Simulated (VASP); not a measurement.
C:

```
CELL_PARAMETERS angstrom
0.00000 1.79518 1.79518
1.79518 0.00000 1.79518
1.79518 1.79518 0.00000
ATOMIC_POSITIONS crystal
C 0.75000 0.75000 0.75000
C 0.50000 0.50000 0.50000
```

Base run:

- Program: VASP 6.6.1
- Functional: r2SCAN
- Potentials or basis: VASP PAW PBE potentials, release 64 (C_h)
- Cutoff: 1430 eV
- k mesh: 13 × 13 × 13
- Occupations: fermi-dirac, width 0.05 eV
- Spin: no spin polarisation

Its results: band gap on the k mesh 4.32 eV (least direct gap 5.82 eV); pressure -11.5 GPa.

Problem. The run is repeated on the same cell with these changes: dispersion from none to D4. What comes out?

Solution. Band gap on the k mesh 4.32 eV (least direct gap 5.82 eV); pressure -13.5 GPa.

Dispersion adds attraction, which lowers the pressure at fixed volume and, as a term added to the energy, leaves the levels alone.

Caveats: the cell stands under tension; the PAW data sets were made with another functional, which shifts forces and pressure a little; an odd mesh through Γ misses points on the zone boundary, where band edges can lie.
